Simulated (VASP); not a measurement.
# Pt (I4/mmm) in VASP: further runs

Runs on Pt. Level: PBEsol. Tasks: single point.

Program: VASP 6.6.1. These are calculated values, not measurements. Logs are shortened: lines on timing, memory, paths and dates and some standing lists are left out, and cuts for length are marked.

## (1) The cell of the first run

It takes space group I4/mmm (No. 139, tetragonal). The conventional cell has a = 2.701 Å, b = 2.701 Å, c = 3.918 Å, α = 90.00°, β = 90.00°, γ = 90.00°. Within 3.6 Å of Pt (site symmetry 4/mmm) lie 12 Pt at 2.70 to 2.74 Å.

## (2) Single point, PBEsol (strain -0.025 along x and y, +0.000 along z)

File INCAR:

```
  PREC = Accurate
  ENCUT = 520
  EDIFF = 1E-6
  ISMEAR = 0
  SIGMA = 0.15
  LREAL = False
  LASPH = True
  NELM = 80
  ALGO = Fast
  ISIF = 2
  LWAVE = False
  LCHARG = False
  GGA = PS
  NBANDS = 11
```

File KPOINTS:

```
Automatic mesh
0
Gamma
  26 26 26
```

File POSCAR:

```
Pt
1.0
    0.0000000000      1.9100545869      1.9590303455
    1.9100545869      0.0000000000      1.9590303455
    1.9100545869      1.9100545869      0.0000000000
Pt
1
Direct
    0.0000000000      0.0000000000      0.0000000000
```

Potentials or basis: VASP PAW PBE potentials, release 64 (Pt).

Launch:

```sh
$ cat potpaw_PBE.64/Pt/POTCAR > POTCAR
$ mpirun -np 1 vasp_std > vasp.out
```

OUTCAR:

```text
PREC = Accurate
   ENCUT = 520
   EDIFF = 1E-6
   ISMEAR = 0
   LREAL = False
   LASPH = True
   NELM = 80
   ISIF = 2
   GGA = PS

 ion  position               nearest neighbor table
   1  0.000  0.000  0.000-

  LATTYP: Found a body centered tetragonal cell.
 ALAT       =     2.7012251017
 C/A-ratio  =     1.4504754486

  Lattice vectors:

 A1 = (  -1.9100545869,   0.0000000000,   1.9590303455)
 A2 = (   1.9100545869,   0.0000000000,   1.9590303455)
 A3 = (   0.0000000000,   1.9100545869,  -1.9590303455)

Analysis of symmetry for initial positions (statically):
=====================================================================
 Subroutine PRICEL returns:
 Original cell was already a primitive cell.

 Routine SETGRP: Setting up the symmetry group for a
 body centered tetragonal supercell.

 Subroutine GETGRP returns: Found 16 space group operations
 (whereof 16 operations were pure point group operations)
 out of a pool of 16 trial point group operations.

The static configuration has the point symmetry D_4h.

Analysis of symmetry for dynamics (positions and initial velocities):
=====================================================================
 Subroutine PRICEL returns:
 Original cell was already a primitive cell.

 Routine SETGRP: Setting up the symmetry group for a
 body centered tetragonal supercell.

 Subroutine GETGRP returns: Found 16 space group operations
 (whereof 16 operations were pure point group operations)
 out of a pool of 16 trial point group operations.

The dynamic configuration has the point symmetry D_4h.

 Subroutine INISYM returns: Found 16 space group operations
 (whereof 16 operations are pure point group operations),
 and found     1 'primitive' translations

----------------------------------------------------------------------------------------

                                     Primitive cell

  volume of cell :      14.2943

  direct lattice vectors                    reciprocal lattice vectors
     0.000000000  1.910054587  1.959030345    -0.261772623  0.261772623  0.255228308
     1.910054587  0.000000000  1.959030345     0.261772623 -0.261772623  0.255228308
     1.910054587  1.910054587  0.000000000     0.261772623  0.261772623 -0.255228308

  length of vectors
     2.736075368  2.736075368  2.701225102     0.449656871  0.449656871  0.449656871

  position of ions in fractional coordinates (direct lattice)
     0.000000000  0.000000000  0.000000000

  ion indices of the primitive-cell ions
   primitive index   ion index
                 1           1

----------------------------------------------------------------------------------------

 KPOINTS: Automatic mesh

Automatic generation of k-mesh.
 Grid dimensions read from file:
 generate k-points for:   26   26   26

 Generating k-lattice:

  Cartesian coordinates                     Fractional coordinates (reciprocal lattice)
    -0.010068178  0.010068178  0.009816473     0.038461538 -0.000000000  0.000000000
     0.010068178 -0.010068178  0.009816473    -0.000000000  0.038461538  0.000000000
     0.010068178  0.010068178 -0.009816473     0.000000000  0.000000000  0.038461538

  Length of vectors
     0.017294495  0.017294495  0.017294495

  Shift w.r.t. Gamma in fractional coordinates (k-lattice)
     0.000000000  0.000000000  0.000000000

 Subroutine IBZKPT returns following result:
 ===========================================

 Found   1330 irreducible k-points:

 Following reciprocal coordinates:
            Coordinates               Weight
  0.000000  0.000000  0.000000      1.000000
  0.038462  0.000000  0.000000      8.000000
  0.076923  0.000000  0.000000      8.000000
  0.115385 -0.000000  0.000000      8.000000
  0.153846  0.000000  0.000000      8.000000
  0.192308  0.000000  0.000000      8.000000
[... 16 lines left out ...]
  0.346154  0.038462  0.000000      8.000000
  0.384615  0.038462  0.000000      8.000000
 [... further k-points ...]
   k-points           NKPTS =   1330   k-points in BZ     NKDIM =   1330   number of bands    NBANDS=     11
   number of dos      NEDOS =    301   number of ions     NIONS =      1
   total plane-waves  NPLWV =   8000
   dimension x,y,z NGX =    20 NGY =   20 NGZ =   20
   dimension x,y,z NGXF=    40 NGYF=   40 NGZF=   40
   ions per type =               1
   NGX,Y,Z   is equivalent  to a cutoff of  12.15, 12.15, 12.31 a.u.
   NGXF,Y,Z  is equivalent  to a cutoff of  24.30, 24.30, 24.62 a.u.
 SYSTEM =  unknown system
   PREC   = accura    normal or accurate (medium, high low for compatibility)
   ISTART =      0    job   : 0-new  1-cont  2-samecut
   ICHARG =      2    charge: 1-file 2-atom 10-const
   ISPIN  =      1    spin polarized calculation?
   LNONCOLLINEAR =      F non collinear calculations
   LSORBIT =      F    spin-orbit coupling
   LASPH  =      T    aspherical Exc in radial PAW
   ENCUT  =  520.0 eV  38.22 Ry    6.18 a.u.   5.09  5.09  5.02*2*pi/ulx,y,z
   NELM   =     80;   NELMIN=  2; NELMDL= -5     # of ELM steps
   EDIFF  = 0.1E-05   stopping-criterion for ELM
   LREAL  =      F    real-space projection
   EDIFFG = 0.1E-04   stopping-criterion for IOM
   NSW    =      0    number of steps for IOM
   IBRION =     -1    ionic relax: 0-MD 1-quasi-New 2-CG
   NFREE  =      0    steps in history (QN), initial steepest desc. (CG)
   ISIF   =      2    stress and relaxation
   ISYM   =      2    0-nonsym 1-usesym 2-fastsym
   POTIM  = 0.5000    time-step for ionic-motion
   TEBEG  =    0.0;   TEEND  =   0.0 temperature during run
   PSTRESS=    0.0 pullay stress
   NELECT =      10.0000    total number of electrons
   NUPDOWN=      -1.0000    fix difference up-down
   EMIN   =  10.00;   EMAX   =-10.00  energy-range for DOS
   EFERMI =   0.00;   METHOD = LEGACY
   ISMEAR =     0;   SIGMA  =   0.15  broadening in eV -4-tet -1-fermi 0-gaus
   EFERMI_NEDOS =   21; number of points for ismear=-14 and -15
   IALGO  =     68    algorithm
   IMIX   =      4    mixing-type and parameters
     AMIX     =   0.40;   BMIX     =  1.00
     AMIX_MAG =   1.60;   BMIX_MAG =  1.00
  volume/ion in A,a.u.               =      14.29        96.46
  Fermi-wavevector in a.u.,A,eV,Ry     =   1.453295  2.746330 28.736427  2.112068
  Thomas-Fermi vector in A             =   2.570578
   LORBIT       =      0    0 simple, 1 ext, 2 COOP (PROOUT), +10 PAW based schemes
   GGA     = PS    functional components
   LHFCALC =     F    Hartree Fock is set to
   AEXX    =    0.0000 exact exchange contribution
   IVDW    =     0    specifies the selected vdW correction
   LEPSILON=     F    determine dielectric tensor
   LRPA    =     F    only Hartree local field effects (RPA)
 non-spin polarized calculation
 RMM-DIIS sequential band-by-band and
 Gauss-broadening in eV      SIGMA  =   0.15
  energy-cutoff  :      520.00
  volume of cell :       14.29
 maximum number of plane-waves:       396
   NGX = 11   NGY = 11   NGZ =  9

 number of electron      10.0000000 magnetization

 number of electron       9.9999999 magnetization

 Free energy of the ion-electron system (eV)
  ---------------------------------------------------
  ext. energy  EPLUGINS =         0.00000000
  ---------------------------------------------------
  free energy    TOTEN  =        -6.93560158 eV

  energy without entropy =       -6.91568367  energy(sigma->0) =       -6.92564263

 E-fermi :  12.1602     XC(G=0): -13.9468

 val. band max:       12.1600486758   @ k =  -0.4231   0.1154   0.0769
 cond. band min:      12.1612412317   @ k =  -0.4615   0.0000   0.1154
 fundamental gap:      0.0011925559
 Fermi energy:        12.1601836747

 k-point     1 :       0.0000    0.0000    0.0000
  band No.  band energies     occupation
      1       1.2435      2.00000
      2       7.7966      2.00000
      3       8.1227      2.00000
      4       8.1227      2.00000
      5      10.1886      2.00000
      6      10.5801      2.00000
      7      26.6266      0.00000
      8      31.4073      0.00000
      9      32.1230      0.00000
     10      32.1230      0.00000
     11      37.3950      0.00000

 k-point     2 :       0.0385    0.0000    0.0000
  band No.  band energies     occupation
      1       1.3068      2.00000
      2       7.8044      2.00000
      3       8.1104      2.00000
      4       8.1490      2.00000
      5      10.1752      2.00000
      6      10.5616      2.00000
      7      26.7303      0.00000
      8      31.3152      0.00000
      9      31.9636      0.00000
     10      32.2249      0.00000
     11      37.8001      0.00000

 k-point     3 :       0.0769    0.0000    0.0000
  band No.  band energies     occupation
      1       1.4938      2.00000
      2       7.7998      2.00000
      3       8.1030      2.00000
      4       8.2237      2.00000
      5      10.1417      2.00000
      6      10.5118      2.00000
      7      27.0292      0.00000
      8      30.6622      0.00000
      9      32.0755      0.00000
     10      32.5261      0.00000
     11      38.7227      0.00000

 k-point     4 :       0.1154   -0.0000    0.0000
  band No.  band energies     occupation
      1       1.7958      2.00000
      2       7.7331      2.00000
      3       8.1523      2.00000
      4       8.3335      2.00000
      5      10.1084      2.00000
      6      10.4487      2.00000
      7      27.4836      0.00000
      8      29.6672      0.00000
      9      32.5180      0.00000
     10      33.0137      0.00000
     11      39.2294      0.00000
[... 239 lines left out ...]
 k-point    22 :       0.3077    0.0385    0.0000
  band No.  band energies     occupation
      1       3.8683      2.00000
      2       7.8502      2.00000
      3       8.1514      2.00000
      4       8.5428      2.00000
      5      10.7520      2.00000
      6      11.1484      2.00000
      7      24.2691      0.00000
      8      28.1998      0.00000
      9      34.2304      0.00000
     10      35.0536      0.00000
     11      36.7884      0.00000

 k-point    23 :       0.3462    0.0385    0.0000
  band No.  band energies     occupation
      1       4.1034      2.00000
      2       8.0135      2.00000
      3       8.4050      2.00000
      4       8.4448      2.00000
      5      11.1713      2.00000
      6      11.4427      2.00000
      7      22.8806      0.00000
      8      27.6098      0.00000
      9      33.4911      0.00000
     10      34.2009      0.00000
     11      37.6530      0.00000

 k-point    24 :       0.3846    0.0385    0.0000
  band No.  band energies     occupation
      1       4.2165      2.00000
      2       7.9049      2.00000
      3       8.3409      2.00000
      4       9.1243      2.00000
      5      11.6088      2.00000
      6      11.7270      1.99996
      7      21.4669      0.00000
      8      27.0721      0.00000
      9      32.7249      0.00000
     10      33.1692      0.00000
     11      38.9290      0.00000

 [... further k-points ...]

------------------------ aborting loop because EDIFF is reached ----------------------------------------

  FORCE on cell =-STRESS in cart. coord.  units (eV):
  Direction    XX          YY          ZZ          XY          YZ          ZX
  --------------------------------------------------------------------------------------
  -------------------------------------------------------------------------------------
  Total        1.5788519      1.5788519      1.2574731      0.0000000     -0.0000000      0.0000000
  in kB      176.9657691    176.9657691    140.9439922      0.0000000     -0.0000000      0.0000000
  external PRESSURE =     164.9585101 kB  Pullay stress =       0.0000000 kB

 VOLUME and BASIS-vectors are now :
 -----------------------------------------------------------------------------
  energy-cutoff  :      520.00
  volume of cell :       14.29
      direct lattice vectors                 reciprocal lattice vectors
     0.000000000  1.910054587  1.959030345    -0.261772623  0.261772623  0.255228308
     1.910054587  0.000000000  1.959030345     0.261772623 -0.261772623  0.255228308
     1.910054587  1.910054587  0.000000000     0.261772623  0.261772623 -0.255228308

 POSITION                                       TOTAL-FORCE (eV/Angst)
 -----------------------------------------------------------------------------------
      0.00000      0.00000      0.00000        -0.000000      0.000000      0.000000
 -----------------------------------------------------------------------------------
    total drift:                                0.000000     -0.000000      0.000000

  FREE ENERGIE OF THE ION-ELECTRON SYSTEM (eV)
  ---------------------------------------------------
  free  energy   TOTEN  =        -6.9356015792 eV

  energy  without entropy=       -6.9156836734  energy(sigma->0) =       -6.92564263
```

It took 2 min on 1 thread of Intel Xeon Platinum 8488C (Sapphire Rapids), shared host; peak memory 0.31 GiB.

What came out:

| Property | Result |
| --- | --- |
| Free energy | -6.9356 eV |
| Pressure | 16.5 GPa |
| Band gap on the k mesh | zero (bands 5 and 6 overlap by 2.58 eV) |

Caveat: the cell differs from its parent crystal (strain -0.025 along x and y, +0.000 along z); the cell stands under pressure; the PAW data sets were made with another functional, which shifts forces and pressure a little; spin-orbit coupling is left out, which moves the levels of the heavy elements.

[end of part 1 of 2]
